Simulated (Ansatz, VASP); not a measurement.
# One calculation of Ta, two programs

```
CELL_PARAMETERS angstrom
3.28048 0.00000 0.00000
0.00000 3.28048 0.00000
0.00000 0.00000 3.28048
ATOMIC_POSITIONS crystal
Ta 0.00000 0.00000 0.00000
Ta 0.50000 0.50000 0.50000
```

Alike in both runs: task single point; functional PBEsol; k mesh 16 × 16 × 16; occupations gaussian, width 0.1 eV; no spin polarisation.

```csv
,VASP,Ansatz
version,VASP 6.6.1,Ansatz 0.2.0
potentials or method,"VASP PAW PBE potentials, release 64 (Ta_pv), cutoff 520 eV","scalar-relativistic, plane waves, PAW"
valence electrons in the cell,22,26
```

Ansatz gave:

- gap on the k mesh at the Fermi level (eV): none
- pressure (GPa): 0.2

Question: Estimate VASP's values.

Answer: gap on the k mesh at the Fermi level (eV): none; pressure (GPa): 0.4.

VASP's potentials were made for PBE, not for PBEsol. A gap of «none» marks a metal or a gap that the smearing closes. With one functional, cell and mesh, what is left measures potentials, basis and numerics. VASP's potentials hold 22 valence electrons a cell and Ansatz's 26, so a difference there can come from the potentials and not from the codes.

Neither program's run includes spin-orbit coupling.
